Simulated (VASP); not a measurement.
# Si3C (P1) in VASP: single point with PBEsol

Aim: the single point of Si3C with PBEsol.

All numbers are computed with VASP 6.6.1; they aren't measurements. Logs are shortened: lines on timing, memory, paths and dates and some standing lists are left out, and cuts for length are marked.

## (1) The cell of the first run

The typed cell holds 64 atoms: a = 9.771 Å, b = 9.771 Å, c = 9.771 Å, α = 90.00°, β = 90.00°, γ = 90.00°.

## (2) Single point, PBEsol

The input, INCAR:

```
SYSTEM = Si3C
ALGO     = Normal         ! electronic algorithm
EDIFF    = 1E-6           ! SCF threshold, eV
ENCUT    = 520            ! plane-wave cutoff, eV
GGA      = PS             ! functional
ISIF     = 2              ! what is computed and relaxed
ISMEAR   = -1             ! smearing method
LASPH    = .True.         ! aspherical terms in the spheres
LCHARG   = .False.        ! write CHGCAR
LREAL    = Auto         
LWAVE    = .False.        ! write WAVECAR
NBANDS   = 166            ! bands
NELM     = 60             ! most SCF steps
PREC     = Accurate       ! precision mode
SIGMA    = 0.05           ! smearing width, eV
```

The input, KPOINTS:

```
Automatic mesh
0
Gamma
  1 1 1
  0.5 0.5 0.5
```

The input, POSCAR:

```
Si3C
1.0
    9.7710410222      0.0000000000      0.0000000000
    0.0000000000      9.7710410222      0.0000000000
    0.0000000000      0.0000000000      9.7710410222
C Si
16 48
Direct
    0.8718590000      0.0514350000      0.0541560000
    0.5029450000      0.5251880000      0.0076080000
    0.1713100000      0.6217260000      0.1137350000
    0.5875850000      0.6184650000      0.1104230000
    0.6115510000      0.5936260000      0.6143770000
    0.6795010000      0.2758020000      0.4152700000
    0.4038540000      0.4198690000      0.1018970000
    0.3902300000      0.8424570000      0.6135530000
    0.3855270000      0.6131850000      0.3677930000
    0.4145810000      0.6101950000      0.8929680000
    0.0046950000      0.2226090000      0.7796510000
    0.1626880000      0.3890810000      0.3561580000
    0.1809000000      0.8175430000      0.8426030000
    0.6091200000      0.3821330000      0.3394150000
    0.6007310000      0.4322690000      0.9206130000
    0.6148310000      0.8244090000      0.3874850000
    0.9332590000      0.9974180000      0.4831330000
    0.0450470000      0.5157640000      0.0133760000
    0.0389920000      0.4668380000      0.4917640000
    0.5414670000      0.9980080000      0.0119870000
    0.4924920000      0.9444610000      0.4796330000
    0.5075160000      0.4998360000      0.4700670000
    0.0338600000      0.1333970000      0.1145470000
    0.0981550000      0.1154850000      0.6423810000
    0.1544500000      0.6005330000      0.6452670000
    0.6969200000      0.1255250000      0.1362430000
    0.5825840000      0.1595800000      0.5277420000
    0.3190880000      0.3151360000      0.9591680000
    0.2283540000      0.2534500000      0.4863950000
    0.2761410000      0.7250870000      0.9772000000
    0.2831040000      0.7314770000      0.4925980000
    0.7435710000      0.3285760000      0.0022460000
    0.7160310000      0.7318280000      0.0154920000
    0.7218650000      0.7191860000      0.5139940000
    0.4122650000      0.3347730000      0.6071670000
    0.3802430000      0.8728250000      0.1249320000
    0.8923230000      0.4241890000      0.1564600000
    0.9043670000      0.3455320000      0.6623700000
    0.8619150000      0.8747030000      0.1335520000
    0.8369150000      0.8679520000      0.6635820000
    0.2138900000      0.0121720000      0.2092640000
    0.2659430000      0.9422210000      0.7316750000
    0.2787570000      0.5073660000      0.2371520000
    0.3167880000      0.4826100000      0.7844280000
    0.7386920000      0.9600960000      0.3236410000
    0.6799360000      0.0928000000      0.7396450000
    0.6919750000      0.5234160000      0.2440570000
    0.7137800000      0.4854710000      0.7511770000
    0.3684470000      0.1187330000      0.3510240000
    0.4007230000      0.1106140000      0.8583330000
    0.8548790000      0.2313300000      0.4621990000
    0.8540370000      0.1477770000      0.8853040000
    0.8847070000      0.6097130000      0.3655580000
    0.8730620000      0.6124110000      0.8820660000
    0.0137540000      0.2831240000      0.2937880000
    0.0341050000      0.7277510000      0.2140350000
    0.0206940000      0.7562550000      0.7674660000
    0.5005010000      0.2821690000      0.2144040000
    0.5481660000      0.2913530000      0.7957590000
    0.5019230000      0.7256260000      0.2612700000
    0.4987020000      0.7136990000      0.7304790000
    0.0860280000      0.2917940000      0.9426930000
    0.1208700000      0.8713920000      0.3804350000
    0.6451280000      0.8701440000      0.8285490000
```

Potentials or basis: VASP PAW PBE potentials, release 64 (C, Si).

The run is started by

```bash
$ cat potpaw_PBE.64/C/POTCAR potpaw_PBE.64/Si/POTCAR > POTCAR
$ mpirun -np 1 vasp_std > vasp.out
```

OUTCAR:

```text
SYSTEM = Si3C
   EDIFF = 1E-6
   ENCUT = 520
   GGA = PS
   ISIF = 2
   ISMEAR = -1
   LASPH = .True.
   LREAL = Auto
   NELM = 60
   PREC = Accurate

 ion  position               nearest neighbor table
   1  0.872  0.051  0.054-  23 1.87  39 1.90  52 1.91  26 2.02
   2  0.503  0.525  0.008-  15 1.57   4 1.59  10 1.64   7 1.69
   3  0.171  0.622  0.114-  18 1.89  43 1.95  56 1.96  30 1.96
   4  0.588  0.618  0.110-   2 1.59  47 1.90  33 1.91  60 1.99
   5  0.612  0.594  0.614-  34 1.91  22 1.97  61 1.97  48 1.98
   6  0.680  0.276  0.415-  14 1.45  51 1.83  27 1.84
   7  0.404  0.420  0.102-   2 1.69  28 1.92  58 1.98  43 1.99
   8  0.390  0.842  0.614-  31 1.92  21 1.92  42 1.94  61 2.00
   9  0.386  0.613  0.368-  60 1.89  22 1.91  43 1.95  31 1.96
  10  0.415  0.610  0.893-   2 1.64  44 1.90  30 1.94  61 2.05
  11  0.005  0.223  0.780-  62 1.90  38 1.93  24 1.93  52 1.94
  12  0.163  0.389  0.356-  55 1.89  29 1.95  19 1.95  43 1.99
  13  0.181  0.818  0.843-  57 1.83  42 1.83  30 1.85
  14  0.609  0.382  0.339-   6 1.45  47 1.85  58 1.89  22 1.98
  15  0.601  0.432  0.921-   2 1.57  32 1.90  59 1.91  48 2.06
  16  0.615  0.824  0.387-  45 1.90  21 1.90  60 1.92  34 1.92
  17  0.933  0.997  0.483-  40 2.37  51 2.42  63 2.43  45 2.49  24 2.52
  18  0.045  0.516  0.013-   3 1.89  37 2.23  54 2.32  62 2.33  56 2.85  30 3.07
  19  0.039  0.467  0.492-  12 1.95  25 2.29  53 2.40  38 2.43  55 2.65  29 2.79  51 2.94
  20  0.541  0.998  0.012-  36 2.28  26 2.31  50 2.31  64 2.41  33 3.11  46 3.13
  21  0.492  0.944  0.480-  16 1.90   8 1.92  27 2.33  49 2.44  45 2.85  31 2.92  60 3.02
  22  0.508  0.500  0.470-   9 1.91   5 1.97  14 1.98  35 2.29  47 2.86  60 3.01  34 3.03
  23  0.034  0.133  0.115-   1 1.87  55 2.29  41 2.31  62 2.34  52 2.85  39 3.04
  24  0.098  0.115  0.642-  11 1.93  29 2.40  42 2.51  17 2.52  38 2.95
  25  0.154  0.601  0.645-  19 2.29  31 2.33  57 2.33  44 2.39
  26  0.697  0.126  0.136-   1 2.02  20 2.31  32 2.42  45 2.48  58 2.57  52 2.90  39 2.93
  27  0.583  0.160  0.528-   6 1.84  21 2.33  46 2.37  35 2.51  49 2.74  51 2.82  59 2.94
  28  0.319  0.315  0.959-   7 1.92  62 2.29  44 2.37  50 2.37  59 2.76  58 3.08
  29  0.228  0.253  0.486-  12 1.95  35 2.29  49 2.31  24 2.40  19 2.79  55 2.83
  30  0.276  0.725  0.977-  13 1.85  10 1.94   3 1.96  36 2.28  44 3.05  18 3.07
[... 37 lines left out ...]
  62  0.086  0.292  0.943-  11 1.90  28 2.29  18 2.33  23 2.34  52 2.73  37 3.10
  63  0.121  0.871  0.380-  56 2.31  41 2.35  31 2.36  17 2.43
  64  0.645  0.870  0.829-  61 2.30  46 2.37  33 2.38  20 2.41  40 2.47

  LATTYP: Found a simple cubic cell.
 ALAT       =     9.7710410222

  Lattice vectors:

 A1 = (   9.7710410222,   0.0000000000,   0.0000000000)
 A2 = (   0.0000000000,   9.7710410222,   0.0000000000)
 A3 = (   0.0000000000,   0.0000000000,   9.7710410222)

Analysis of symmetry for initial positions (statically):
=====================================================================
 Subroutine PRICEL returns:
 Original cell was already a primitive cell.

 Routine SETGRP: Setting up the symmetry group for a
 simple cubic supercell.

 Subroutine GETGRP returns: Found  1 space group operations
 (whereof  1 operations were pure point group operations)
 out of a pool of 48 trial point group operations.

The static configuration has the point symmetry C_1 .

Analysis of symmetry for dynamics (positions and initial velocities):
=====================================================================
 Subroutine PRICEL returns:
 Original cell was already a primitive cell.

 Routine SETGRP: Setting up the symmetry group for a
 simple cubic supercell.

 Subroutine GETGRP returns: Found  1 space group operations
 (whereof  1 operations were pure point group operations)
 out of a pool of 48 trial point group operations.

The dynamic configuration has the point symmetry C_1 .

 Subroutine INISYM returns: Found  1 space group operations
 (whereof  1 operations are pure point group operations),
 and found     1 'primitive' translations

[... 158 lines left out ...]
     0.102343240  0.000000000  0.000000000     1.000000000  0.000000000  0.000000000
     0.000000000  0.102343240  0.000000000     0.000000000  1.000000000  0.000000000
     0.000000000  0.000000000  0.102343240     0.000000000  0.000000000  1.000000000

  Length of vectors
     0.102343240  0.102343240  0.102343240

  Shift w.r.t. Gamma in fractional coordinates (k-lattice)
     0.500000000  0.500000000  0.500000000

 Subroutine IBZKPT returns following result:
 ===========================================

 Found      1 irreducible k-points:

 Following reciprocal coordinates:
            Coordinates               Weight
  0.500000  0.500000  0.500000      1.000000
   k-points           NKPTS =      1   k-points in BZ     NKDIM =      1   number of bands    NBANDS=    166
   number of dos      NEDOS =    301   number of ions     NIONS =     64
   total plane-waves  NPLWV = 512000
   dimension x,y,z NGX =    80 NGY =   80 NGZ =   80
   dimension x,y,z NGXF=   160 NGYF=  160 NGZF=  160
   ions per type =              16  48
   NGX,Y,Z   is equivalent  to a cutoff of  13.61, 13.61, 13.61 a.u.
   NGXF,Y,Z  is equivalent  to a cutoff of  27.22, 27.22, 27.22 a.u.
 SYSTEM =  Si3C
   PREC   = accura    normal or accurate (medium, high low for compatibility)
   ISTART =      0    job   : 0-new  1-cont  2-samecut
   ICHARG =      2    charge: 1-file 2-atom 10-const
   ISPIN  =      1    spin polarized calculation?
   LNONCOLLINEAR =      F non collinear calculations
   LSORBIT =      F    spin-orbit coupling
   LASPH  =      T    aspherical Exc in radial PAW
   ENCUT  =  520.0 eV  38.22 Ry    6.18 a.u.  18.17 18.17 18.17*2*pi/ulx,y,z
   NELM   =     60;   NELMIN=  2; NELMDL= -5     # of ELM steps
   EDIFF  = 0.1E-05   stopping-criterion for ELM
   LREAL  =      T    real-space projection
   EDIFFG = 0.1E-04   stopping-criterion for IOM
   NSW    =      0    number of steps for IOM
   IBRION =     -1    ionic relax: 0-MD 1-quasi-New 2-CG
   NFREE  =      0    steps in history (QN), initial steepest desc. (CG)
   ISIF   =      2    stress and relaxation
   ISYM   =      2    0-nonsym 1-usesym 2-fastsym
   POTIM  = 0.5000    time-step for ionic-motion
   TEBEG  =    0.0;   TEEND  =   0.0 temperature during run
   PSTRESS=    0.0 pullay stress
   NELECT =     256.0000    total number of electrons
   NUPDOWN=      -1.0000    fix difference up-down
   EMIN   =  10.00;   EMAX   =-10.00  energy-range for DOS
   EFERMI =   0.00;   METHOD = LEGACY
   ISMEAR =    -1;   SIGMA  =   0.05  broadening in eV -4-tet -1-fermi 0-gaus
   EFERMI_NEDOS =   21; number of points for ismear=-14 and -15
   IALGO  =     38    algorithm
   IMIX   =      4    mixing-type and parameters
     AMIX     =   0.40;   BMIX     =  1.00
     AMIX_MAG =   1.60;   BMIX_MAG =  1.00
  volume/ion in A,a.u.               =      14.58        98.36
  Fermi-wavevector in a.u.,A,eV,Ry     =   1.063851  2.010386 15.398776  1.131778
  Thomas-Fermi vector in A             =   2.199349
   LORBIT       =      0    0 simple, 1 ext, 2 COOP (PROOUT), +10 PAW based schemes
   GGA     = PS    functional components
   LHFCALC =     F    Hartree Fock is set to
   AEXX    =    0.0000 exact exchange contribution
   IVDW    =     0    specifies the selected vdW correction
   LEPSILON=     F    determine dielectric tensor
   LRPA    =     F    only Hartree local field effects (RPA)
 non-spin polarized calculation
  energy-cutoff  :      520.00
  volume of cell :      932.87
 maximum number of plane-waves:     25064
 NGX is ok and might be reduce to    72
   NGX = 37   NGY = 37   NGZ = 37

 number of electron     255.9999999 magnetization

 Free energy of the ion-electron system (eV)
  ---------------------------------------------------
  ext. energy  EPLUGINS =         0.00000000
  ---------------------------------------------------
  free energy    TOTEN  =      -408.78469577 eV

  energy without entropy =     -408.77612210  energy(sigma->0) =     -408.78040893

 E-fermi :   7.7926     XC(G=0): -10.4941

 val. band max:        7.5262853830   @ k =   0.5000   0.5000   0.5000
 cond. band min:       8.0748446944   @ k =   0.5000   0.5000   0.5000
 fundamental gap:      0.5485593114
 Fermi energy:         7.7925695762

 k-point     1 :       0.5000    0.5000    0.5000
  band No.  band energies     occupation
      1      -8.9685      2.00000
      2      -7.7903      2.00000
      3      -7.0350      2.00000
      4      -6.6389      2.00000
      5      -6.5235      2.00000
      6      -6.1184      2.00000
[... 132 lines left out ...]
    139       8.7880      0.00000
    140       8.8399      0.00000
 [bands above 140 left out]

------------------------ aborting loop because EDIFF is reached ----------------------------------------

  FORCE on cell =-STRESS in cart. coord.  units (eV):
  Direction    XX          YY          ZZ          XY          YZ          ZX
  --------------------------------------------------------------------------------------
  -------------------------------------------------------------------------------------
  Total       14.7650199      3.5591681    -15.6453303     19.0408501      8.8678658      8.3169934
  in kB       25.3584153      6.1127491    -26.8703182     32.7020070     15.2302553     14.2841508
  external PRESSURE =       1.5336154 kB  Pullay stress =       0.0000000 kB

 VOLUME and BASIS-vectors are now :
 -----------------------------------------------------------------------------
  energy-cutoff  :      520.00
  volume of cell :      932.87
      direct lattice vectors                 reciprocal lattice vectors
     9.771041022  0.000000000  0.000000000     0.102343240  0.000000000  0.000000000
     0.000000000  9.771041022  0.000000000     0.000000000  0.102343240  0.000000000
     0.000000000  0.000000000  9.771041022     0.000000000  0.000000000  0.102343240

 POSITION                                       TOTAL-FORCE (eV/Angst)
 -----------------------------------------------------------------------------------
      8.51897      0.50257      0.52916         0.005800     -0.011139     -0.009796
      4.91430      5.13163      0.07434        -0.019769     -0.001498      0.000265
      1.67388      6.07491      1.11131         0.003917      0.010570     -0.008611
      5.74132      6.04305      1.07895        -0.004674      0.019602      0.013296
      5.97549      5.80034      6.00310        -0.007747     -0.017598     -0.002450
      6.63943      2.69487      4.05762         0.011291     -0.024549      0.005302
[... 56 lines left out ...]
      1.18103      8.51441      3.71725        -0.001111      0.002154      0.012874
      6.30357      8.50221      8.09579         0.009427      0.009220     -0.002533
 -----------------------------------------------------------------------------------
    total drift:                               -0.009700     -0.015320     -0.014060

  FREE ENERGIE OF THE ION-ELECTRON SYSTEM (eV)
  ---------------------------------------------------
  free  energy   TOTEN  =      -408.7846957694 eV

  energy  without entropy=     -408.7761221003  energy(sigma->0) =     -408.78040893
```

Run time: 6.3 min. Hardware: 1 thread of Intel Xeon Platinum 8259CL at 2.50GHz (Skylake/Cascade Lake), shared host; peak memory 0.98 GiB.

What came out:

```yaml
Free_energy: -408.7847 eV
Pressure: 0.2 GPa
Largest_force: 0.045 eV/Å
```

Forces on the atoms (eV/Å):
```
C    0.006 -0.011 -0.010
C   -0.020 -0.001  0.000
C    0.004  0.011 -0.009
C   -0.005  0.020  0.013
C   -0.008 -0.018 -0.002
C    0.011 -0.025  0.005
C   -0.004  0.007  0.004
C    0.005  0.003  0.005
C   -0.005  0.002  0.007
C    0.005  0.019  0.010
C    0.006  0.000  0.002
C    0.018 -0.002 -0.008
C   -0.001 -0.010  0.006
C   -0.017  0.042  0.000
C   -0.003  0.004  0.006
C   -0.001 -0.005  0.000
Si  -0.001 -0.001  0.003
Si   0.006 -0.001 -0.011
Si  -0.011 -0.004 -0.010
Si   0.006 -0.004  0.004
Si  -0.006  0.004  0.001
Si   0.009 -0.008 -0.005
Si   0.012 -0.002  0.002
Si   0.000 -0.007 -0.012
Si   0.002  0.006  0.022
Si   0.002  0.004  0.010
Si  -0.012 -0.002  0.026
Si  -0.002 -0.009 -0.002
Si  -0.009  0.000  0.010
Si   0.004 -0.003  0.006
Si  -0.009 -0.005 -0.008
Si   0.016 -0.004  0.002
Si   0.001  0.006 -0.002
Si   0.019  0.012 -0.008
Si   0.000 -0.015  0.000
Si   0.001  0.007  0.001
Si  -0.016  0.000  0.002
Si  -0.007  0.005 -0.001
Si   0.002 -0.005  0.004
Si   0.005 -0.001  0.006
Si  -0.004  0.009 -0.004
Si   0.009  0.019 -0.007
Si   0.001 -0.008  0.004
Si  -0.012 -0.009 -0.011
Si   0.008  0.010  0.002
Si  -0.008  0.002 -0.009
Si   0.025  0.003  0.001
Si   0.006 -0.006 -0.006
Si   0.005 -0.008 -0.010
Si  -0.011 -0.005 -0.008
Si   0.018 -0.001  0.001
Si  -0.007  0.011  0.001
Si  -0.006 -0.001 -0.001
Si  -0.003 -0.001 -0.002
Si  -0.008 -0.011  0.004
Si  -0.005 -0.004 -0.006
Si  -0.021 -0.002 -0.011
Si  -0.004 -0.011 -0.010
Si   0.006  0.001 -0.005
Si   0.003  0.002 -0.008
Si  -0.003 -0.008  0.000
Si  -0.001  0.001  0.002
Si  -0.001  0.002  0.013
Si   0.009  0.009 -0.003
```

Caveat: the k points lie up to 0.64 Å⁻¹ apart; the PAW data sets were made with another functional, which shifts forces and pressure a little.
